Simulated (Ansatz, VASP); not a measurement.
**One calculation of MnSb, two programs**

Contents of INCAR:

```
SYSTEM = MnSb
PREC = Accurate ; ENCUT = 520
EDIFF = 1E-6 ; ISMEAR = -5
SIGMA = 0.05 ; LREAL = .False.
LASPH = .True. ; NELM = 150
ALGO = Normal ; ISIF = 2
LWAVE = .False. ; LCHARG = .False.
ISPIN = 2 ; MAGMOM = 0 4
LORBIT = 11 ; LMAXMIX = 4
LDAU = .True. ; LDAUTYPE = 2
LDAUL = -1 2 ; LDAUU = 0 4
LDAUJ = 0 0 ; LDAUPRINT = 1
GGA = CA ; NBANDS = 20
```

KPOINTS

```
Automatic mesh
0
Gamma
  8 8 8
  0 0 0
```

Contents of POSCAR:

```
MnSb
1.0
    0.0000000000      2.7950160000      2.7950160000
    2.7950160000      0.0000000000      2.7950160000
    2.7950160000      2.7950160000      0.0000000000
Sb Mn
1 1
Direct
    0.5000000000      0.5000000000      0.5000000000
    0.0000000000      0.0000000000      0.0000000000
```

File input.yaml:

```yaml
crystal:
  lattice:
    - [0.0, 2.795016, 2.795016]
    - [2.795016, 0.0, 2.795016]
    - [2.795016, 2.795016, 0.0]
  atoms:
    - { symbol: Sb, position: [0.5, 0.5, 0.5] }
    - { symbol: Mn, position: [0.0, 0.0, 0.0], spin: 4.0 }
kpoints:
  mp_grid: { grid: [8, 8, 8] }
scf:
  occupations: { method: tetrahedron }
hamiltonian:
  xc: lda
  pseudopotentials: { kind: all_electron, lapw: { basis_error: 0.001 } }
  hubbard:
    sites: [{ species: Mn, l: d, u_eff: 4 }]
    double_counting: fll
    projectors: ortho-atomic
magnetization:
  spin_polarized: true
output:
  forces: true
  stress: true
  eigenvalues: true
  hubbard: {}
```

Alike in both runs: task single point; functional LDA; k mesh 8 × 8 × 8; occupations tetrahedron; collinear spin; Hubbard terms Mn d U = 4.0 eV.

|  | VASP | Ansatz |
| --- | --- | --- |
| version | VASP 6.6.1 | Ansatz 0.2.0 |
| potentials or method | VASP PAW LDA potentials, release 64 (Sb, Mn_pv), cutoff 520 eV | all-electron LAPW, scalar-relativistic |

|  | VASP | Ansatz | Ansatz less VASP |
| --- | --- | --- | --- |
| gap on the k mesh at the Fermi level (eV) | none | none | - |
| pressure (GPa) | 0.0 | 0.7 | +0.67 |
| net moment per atom (μB) | 2.05 | 2.06 | +0.007 |
| size of the moment on the site where the two differ most (μB) | 4.20 | 4.30 | +0.094 |

LDA's correlation is that of Perdew and Zunger in VASP and of Perdew and Wang (1992) in Ansatz. Site moments also hang on the region over which each program counts them. The programs project onto different local orbitals, so the same U acts differently, and such runs can settle in different states. A gap of «none» marks a metal or a gap that the smearing closes. Ansatz ran all-electron here, and VASP with PAW potentials.

Spin-orbit coupling is off throughout. Noted on Ansatz's run: the magnetic state may not be the lowest; U is the effective U less J, on atomic orbitals that reach past the spheres.
